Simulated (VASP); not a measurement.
Crystal: BN.

```xyz
2
Lattice="0.0000 1.8130 1.8130 1.8130 0.0000 1.8130 1.8130 1.8130 0.0000" Properties=species:S:1:pos:R:3 pbc="T T T"
B     0.0000    0.0000    0.0000
N     2.7195    2.7195    2.7195
```

- Program: VASP 6.6.1
- Task: relaxation of volume and atoms at fixed shape
- Functional: BLYP
- Potentials or basis: VASP PAW PBE potentials, release 64 (B, N)
- Cutoff: 600 eV
- k mesh: 4 × 4 × 4
- Occupations: gaussian, width 0.1 eV
- Spin: no spin polarisation

At the start: pressure 6.6 GPa; volume 5.96 Å³/atom.

Q: Where does the relaxation end?

A: Over 3 steps the energy falls by 2.2 meV/atom and the volume is 6.07 Å³/atom (+1.8 %); space group F-43m (No. 216, to 0.05 Å).

The path:
| step | energy change (eV) | largest force (eV/Å) | pressure (GPa) | volume (Å³) |
| --- | --- | --- | --- | --- |
| 1 | 0.0000 | 0.0000 | 6.59 | 11.92 |
| 2 | -0.0003 | 0.0000 | -5.98 | 12.35 |
| 3 | -0.0044 | 0.0000 | -0.02 | 12.13 |

Final structure:
```
CELL_PARAMETERS angstrom
0.00000 1.82387 1.82387
1.82387 0.00000 1.82387
1.82387 1.82387 0.00000
ATOMIC_POSITIONS crystal
B 0.00000 0.00000 0.00000
N 0.75000 0.75000 0.75000
```

Caveat: the k points lie up to 0.75 Å⁻¹ apart in the final cell; the PAW data sets were made with another functional, which shifts forces and pressure a little.
